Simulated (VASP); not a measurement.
# MoS2 in VASP: further runs

MoS2 is run at these levels: PBE+D3(BJ); tasks: single point.

All numbers are computed with VASP 6.6.1; they aren't measurements. Logs are shortened: lines on timing, memory, paths and dates and some standing lists are left out, and cuts for length are marked.

## Step 1: The cell of the first run

The cell holds a slab with vacuum, 3 atoms: a = 3.154 Å, b = 3.154 Å, c = 23.135 Å, α = 90.00°, β = 90.00°, γ = 120.00°.

## Step 2: Single point, PBE+D3(BJ)

Input file INCAR:

```
PREC = Accurate
ENCUT = 520
EDIFF = 1E-6
ISMEAR = 0
SIGMA = 0.05
LREAL = False
LASPH = True
NELM = 100
ALGO = Normal
ISIF = 2
LWAVE = False
LCHARG = False
LDIPOL = True
IDIPOL = 3
DIPOL = 0.5 0.5 0.500
GGA = PE
IVDW = 12
NBANDS = 20
```

Input file KPOINTS:

```
Automatic mesh
0
Gamma
  9 9 1
```

Input file POSCAR:

```
MoS2
1.0
    3.1539428163      0.0000000000      0.0000000000
   -1.5769714082      2.7313946010      0.0000000000
    0.0000000000      0.0000000000     23.1348545341
S Mo
2 1
Direct
    0.3333333333      0.6666666667      0.4322482333
    0.3333333333      0.6666666667      0.5677517667
    0.6666666667      0.3333333333      0.4999999986
```

Potentials or basis: VASP PAW PBE potentials, release 64 (S, Mo_sv).

Command:

```
$ cat potpaw_PBE.64/S/POTCAR potpaw_PBE.64/Mo_sv/POTCAR > POTCAR
$ mpirun -np 1 vasp_std > vasp.out
```

OUTCAR:

```text
PREC = Accurate
   ENCUT = 520
   EDIFF = 1E-6
   ISMEAR = 0
   LREAL = False
   LASPH = True
   NELM = 100
   ISIF = 2
   GGA = PE
   IVDW = 12
 IVDW          = 12

 ion  position               nearest neighbor table
   1  0.333  0.667  0.432-   3 2.40   3 2.40   3 2.40
   2  0.333  0.667  0.568-   3 2.40   3 2.40   3 2.40
   3  0.667  0.333  0.500-   1 2.40   1 2.40   1 2.40   2 2.40   2 2.40   2 2.40

  LATTYP: Found a hexagonal cell.
 ALAT       =     3.1539428163
 C/A-ratio  =     7.3352168640

  Lattice vectors:

 A1 = (   3.1539428163,   0.0000000000,   0.0000000000)
 A2 = (  -1.5769714082,   2.7313946010,   0.0000000000)
 A3 = (   0.0000000000,   0.0000000000,  23.1348545341)

Analysis of symmetry for initial positions (statically):
=====================================================================
 Subroutine PRICEL returns:
 Original cell was already a primitive cell.

 Routine SETGRP: Setting up the symmetry group for a
 hexagonal supercell.

 Subroutine GETGRP returns: Found 12 space group operations
 (whereof 12 operations were pure point group operations)
 out of a pool of 24 trial point group operations.

The static configuration has the point symmetry D_3h.

Analysis of symmetry for dynamics (positions and initial velocities):
=====================================================================
 Subroutine PRICEL returns:
 Original cell was already a primitive cell.

 Routine SETGRP: Setting up the symmetry group for a
 hexagonal supercell.

 Subroutine GETGRP returns: Found 12 space group operations
 (whereof 12 operations were pure point group operations)
 out of a pool of 24 trial point group operations.

The dynamic configuration has the point symmetry D_3h.

 Subroutine INISYM returns: Found 12 space group operations
 (whereof 12 operations are pure point group operations),
 and found     1 'primitive' translations

----------------------------------------------------------------------------------------

                                     Primitive cell

  volume of cell :     199.2990

  direct lattice vectors                    reciprocal lattice vectors
     3.153942816  0.000000000  0.000000000     0.317063453  0.183056670  0.000000000
    -1.576971408  2.731394601  0.000000000     0.000000000  0.366113340  0.000000000
     0.000000000  0.000000000 23.134854534     0.000000000  0.000000000  0.043224823

  length of vectors
     3.153942816  3.153942816 23.134854534     0.366113340  0.366113340  0.043224823

  position of ions in fractional coordinates (direct lattice)
     0.333333333  0.666666667  0.432248233
     0.333333333  0.666666667  0.567751767
     0.666666667  0.333333333  0.499999999

  ion indices of the primitive-cell ions
   primitive index   ion index
                 1           1
                 2           2
                 3           3

----------------------------------------------------------------------------------------

 KPOINTS: Automatic mesh

Automatic generation of k-mesh.
 Grid dimensions read from file:
 generate k-points for:    9    9    1

 Generating k-lattice:

  Cartesian coordinates                     Fractional coordinates (reciprocal lattice)
     0.035229273  0.020339630  0.000000000     0.111111111  0.000000000  0.000000000
     0.000000000  0.040679260  0.000000000     0.000000000  0.111111111  0.000000000
     0.000000000  0.000000000  0.043224823     0.000000000  0.000000000  1.000000000

  Length of vectors
     0.040679260  0.040679260  0.043224823

  Shift w.r.t. Gamma in fractional coordinates (k-lattice)
     0.000000000  0.000000000  0.000000000

 Subroutine IBZKPT returns following result:
 ===========================================

 Found     12 irreducible k-points:

 Following reciprocal coordinates:
            Coordinates               Weight
  0.000000  0.000000  0.000000      1.000000
  0.111111 -0.000000  0.000000      6.000000
  0.222222  0.000000  0.000000      6.000000
  0.333333  0.000000  0.000000      6.000000
  0.444444  0.000000  0.000000      6.000000
  0.111111  0.111111  0.000000      6.000000
  0.222222  0.111111  0.000000     12.000000
  0.333333  0.111111  0.000000     12.000000
  0.444444  0.111111  0.000000      6.000000
  0.222222  0.222222  0.000000      6.000000
  0.333333  0.222222  0.000000     12.000000
  0.333333  0.333333  0.000000      2.000000
   k-points           NKPTS =     12   k-points in BZ     NKDIM =     12   number of bands    NBANDS=     20
   number of dos      NEDOS =    301   number of ions     NIONS =      3
   total plane-waves  NPLWV = 103680
   dimension x,y,z NGX =    24 NGY =   24 NGZ =  180
   dimension x,y,z NGXF=    48 NGYF=   48 NGZF=  360
   ions per type =               2   1
   NGX,Y,Z   is equivalent  to a cutoff of  12.65, 12.65, 12.93 a.u.
   NGXF,Y,Z  is equivalent  to a cutoff of  25.30, 25.30, 25.87 a.u.
 SYSTEM =  unknown system
   PREC   = accura    normal or accurate (medium, high low for compatibility)
   ISTART =      0    job   : 0-new  1-cont  2-samecut
   ICHARG =      2    charge: 1-file 2-atom 10-const
   ISPIN  =      1    spin polarized calculation?
   LNONCOLLINEAR =      F non collinear calculations
   LSORBIT =      F    spin-orbit coupling
   LASPH  =      T    aspherical Exc in radial PAW
   ENCUT  =  520.0 eV  38.22 Ry    6.18 a.u.   5.86  5.86 43.02*2*pi/ulx,y,z
   NELM   =    100;   NELMIN=  2; NELMDL= -5     # of ELM steps
   EDIFF  = 0.1E-05   stopping-criterion for ELM
   LREAL  =      F    real-space projection
   EDIFFG = 0.1E-04   stopping-criterion for IOM
   NSW    =      0    number of steps for IOM
   IBRION =     -1    ionic relax: 0-MD 1-quasi-New 2-CG
   NFREE  =      0    steps in history (QN), initial steepest desc. (CG)
   ISIF   =      2    stress and relaxation
   ISYM   =      2    0-nonsym 1-usesym 2-fastsym
   POTIM  = 0.5000    time-step for ionic-motion
   TEBEG  =    0.0;   TEEND  =   0.0 temperature during run
   PSTRESS=    0.0 pullay stress
   NELECT =      26.0000    total number of electrons
   NUPDOWN=      -1.0000    fix difference up-down
   EMIN   =  10.00;   EMAX   =-10.00  energy-range for DOS
   EFERMI =   0.00;   METHOD = LEGACY
   ISMEAR =     0;   SIGMA  =   0.05  broadening in eV -4-tet -1-fermi 0-gaus
   EFERMI_NEDOS =   21; number of points for ismear=-14 and -15
   IALGO  =     38    algorithm
   IMIX   =      4    mixing-type and parameters
     AMIX     =   0.40;   BMIX     =  1.00
     AMIX_MAG =   1.60;   BMIX_MAG =  1.00
  volume/ion in A,a.u.               =      66.43       448.31
  Fermi-wavevector in a.u.,A,eV,Ry     =   0.830292  1.569025  9.379653  0.689385
  Thomas-Fermi vector in A             =   1.942985
   LORBIT       =      0    0 simple, 1 ext, 2 COOP (PROOUT), +10 PAW based schemes
   GGA     = PE    functional components
   LHFCALC =     F    Hartree Fock is set to
   AEXX    =    0.0000 exact exchange contribution
   IVDW    =    12    specifies the selected vdW correction
   LEPSILON=     F    determine dielectric tensor
   LRPA    =     F    only Hartree local field effects (RPA)
 non-spin polarized calculation
 Gauss-broadening in eV      SIGMA  =   0.05
  energy-cutoff  :      520.00
  volume of cell :      199.30
 maximum number of plane-waves:      5394
 NGX is ok and might be reduce to    24
   NGX = 11   NGY = 11   NGZ = 87

 number of electron      25.9999998 magnetization

 dipolmoment           0.000000      0.000000      0.000000 electrons x Angstroem

 Free energy of the ion-electron system (eV)
  ---------------------------------------------------
  ext. energy  EPLUGINS =         0.00000000
  ---------------------------------------------------
  free energy    TOTEN  =       -21.84376092 eV

  energy without entropy =      -21.84376092  energy(sigma->0) =      -21.84376092

 E-fermi :  -2.1613     XC(G=0):  -3.3486

 val. band max:       -2.4746494773   @ k =   0.3333   0.3333   0.0000
 cond. band min:      -0.6933878213   @ k =   0.3333   0.3333   0.0000
 fundamental gap:      1.7812616560
 Fermi energy:        -2.1613222232

 k-point     1 :       0.0000    0.0000    0.0000
  band No.  band energies     occupation
      1     -63.3096      2.00000
      2     -37.4695      2.00000
      3     -37.2311      2.00000
      4     -37.2311      2.00000
      5     -16.6362      2.00000
      6     -15.3340      2.00000
[... 12 lines left out ...]
     19       3.0722      0.00000
     20       3.6109      0.00000

 k-point     2 :       0.1111   -0.0000    0.0000
  band No.  band energies     occupation
      1     -63.3047      2.00000
      2     -37.4599      2.00000
      3     -37.2799      2.00000
      4     -37.2422      2.00000
      5     -16.4490      2.00000
      6     -15.2557      2.00000
[... 12 lines left out ...]
     19       3.3175      0.00000
     20       3.8967      0.00000

 k-point     3 :       0.2222    0.0000    0.0000
  band No.  band energies     occupation
      1     -63.2922      2.00000
      2     -37.4356      2.00000
      3     -37.4018      2.00000
      4     -37.2701      2.00000
      5     -15.9394      2.00000
      6     -15.0434      2.00000
[... 12 lines left out ...]
     19       4.0166      0.00000
     20       4.6217      0.00000

 k-point     4 :       0.3333    0.0000    0.0000
  band No.  band energies     occupation
      1     -63.2780      2.00000
      2     -37.5377      2.00000
      3     -37.4078      2.00000
      4     -37.3017      2.00000
      5     -15.2719      2.00000
      6     -14.7717      2.00000
[... 153 lines left out ...]
 k-point    11 :       0.3333    0.2222    0.0000
  band No.  band energies     occupation
      1     -63.2646      2.00000
      2     -37.5767      2.00000
      3     -37.4209      2.00000
      4     -37.3816      2.00000
      5     -14.5388      2.00000
      6     -14.4455      2.00000
[... 12 lines left out ...]
     19       6.0846      0.00000
     20       6.6599      0.00000

 k-point    12 :       0.3333    0.3333    0.0000
  band No.  band energies     occupation
      1     -63.2621      2.00000
      2     -37.5364      2.00000
      3     -37.4909      2.00000
      4     -37.3768      2.00000
      5     -14.3944      2.00000
      6     -14.3705      2.00000
[... 12 lines left out ...]
     19       5.1514      0.00000
     20       7.1716      0.00000

------------------------ aborting loop because EDIFF is reached ----------------------------------------

 vacuum level on the upper side and lower side of the slab       (xc-potential included)        -0.015        -0.015

 Edisp (eV)   -0.95795

 E8    (eV) :    -0.4145

  FORCE on cell =-STRESS in cart. coord.  units (eV):
  Direction    XX          YY          ZZ          XY          YZ          ZX
  --------------------------------------------------------------------------------------
  -------------------------------------------------------------------------------------
  Total      -0.03589    -0.03589    -0.06149     0.00000    -0.00000    -0.00000
  in kB      -0.28851    -0.28851    -0.49434     0.00000    -0.00000    -0.00000
  external pressure =       -0.36 kB  Pullay stress =        0.00 kB

 VOLUME and BASIS-vectors are now :
 -----------------------------------------------------------------------------
  energy-cutoff  :      520.00
  volume of cell :      199.30
      direct lattice vectors                 reciprocal lattice vectors
     3.153942816  0.000000000  0.000000000     0.317063453  0.183056670  0.000000000
    -1.576971408  2.731394601  0.000000000     0.000000000  0.366113340  0.000000000
     0.000000000  0.000000000 23.134854534     0.000000000  0.000000000  0.043224823

 POSITION                                       TOTAL-FORCE (eV/Angst)
 -----------------------------------------------------------------------------------
     -0.00000      1.82093     10.00000        -0.000000     -0.000000      0.011246
     -0.00000      1.82093     13.13485         0.000000      0.000000     -0.011246
      1.57697      0.91046     11.56743        -0.000000     -0.000000      0.000000
 -----------------------------------------------------------------------------------
    total drift:                               -0.000000      0.000000      0.000108

  FREE ENERGIE OF THE ION-ELECTRON SYSTEM (eV)
  ---------------------------------------------------
  free  energy   TOTEN  =       -22.8017142102 eV

  energy  without entropy=      -22.8017142102  energy(sigma->0) =      -22.80171421

 vacuum level on the upper side and lower side of the slab         3.343         3.343
```

It took 36 s on 1 thread of Intel Xeon 6975P-C (Granite Rapids), shared host; peak memory 0.32 GiB.

Results:

| Item | Value |
| --- | --- |
| Free energy | -22.8017 eV |
| Largest force | 0.011 eV/Å |
| Band gap on the k mesh | 1.78 eV |
| Dispersion energy per atom | -0.319 eV |

Forces on the atoms (eV/Å):
```
S    0.000  0.000  0.011
S    0.000  0.000 -0.011
Mo   0.000  0.000  0.000
```

## Step 3: Single point, PBE+D3(BJ), collinear spin

This run uses another cell than the first one.

Input file INCAR:

```
SYSTEM = MoS2
ALGO = Normal
DIPOL = 0.5 0.5 0.500
EDIFF = 1E-6
ENCUT = 520
GGA = PE
IDIPOL = 3
ISIF = 2
ISMEAR = 0
ISPIN = 2
IVDW = 12
LASPH = .True.
LCHARG = .True.
LDIPOL = .True.
LELF = .True.
LMAXMIX = 4
LORBIT = 11
LREAL = .False.
LVACPOTAV = .True.
LVHAR = .True.
LWAVE = .False.
MAGMOM = 0 0 1
NBANDS = 24
NELM = 150
PREC = Accurate
SIGMA = 0.05
```

Input file KPOINTS:

```
k-points
0
Gamma
  12 12 1
  0 0 0
```

Input file POSCAR:

```
MoS2
1.0
    3.1539428163      0.0000000000      0.0000000000
   -1.5769714082      2.7313946010      0.0000000000
    0.0000000000      0.0000000000     23.0122751980
S Mo
2 1
Direct
    0.3333333333      0.6666666667      0.4318873409
    0.3333333333      0.6666666667      0.5681126601
    0.6666666667      0.3333333333      0.4999999990
```

Potentials or basis: VASP PAW PBE potentials, release 64 (S, Mo_sv).

Command:

```
$ cat potpaw_PBE.64/S/POTCAR potpaw_PBE.64/Mo_sv/POTCAR > POTCAR
$ mpirun -np 1 vasp_std > vasp.out
```

Run time: 2.2 min. Hardware: 1 thread of Intel Xeon 6975P-C (Granite Rapids), shared host; peak memory 0.48 GiB.

Results (log left out):

- Free energy: -22.8018 eV
- Largest force: 0.011 eV/Å
- Band gap on the k mesh: 1.78 eV
- Net moment: 0.00 μB per cell
- Valence electrons inside the program's atomic spheres: S 3.71; Mo 12.47
- Dispersion energy per atom: -0.319 eV

Forces in eV/Å, atoms in the order of the input:
```
S    0.000  0.000  0.011
S    0.000  0.000 -0.011
Mo   0.000  0.000  0.000
```

Levels at points of the mesh, in eV from the valence-band top:
Spin up:
```
           k point  band 11  band 12  band 13  band 14  band 15  band 16
(0.00, 0.00, 0.00)    -1.45    -1.45    -0.09     2.84     2.84     3.07
(0.50, 0.00, 0.00)    -1.95    -0.91    -0.65     2.35     2.85     3.92
```
Spin down:
```tsv
k point	band 11	band 12	band 13	band 14	band 15	band 16
(0.00, 0.00, 0.00)	-1.45	-1.45	-0.09	2.84	2.84	3.07
(0.50, 0.00, 0.00)	-1.95	-0.91	-0.65	2.35	2.85	3.92
```
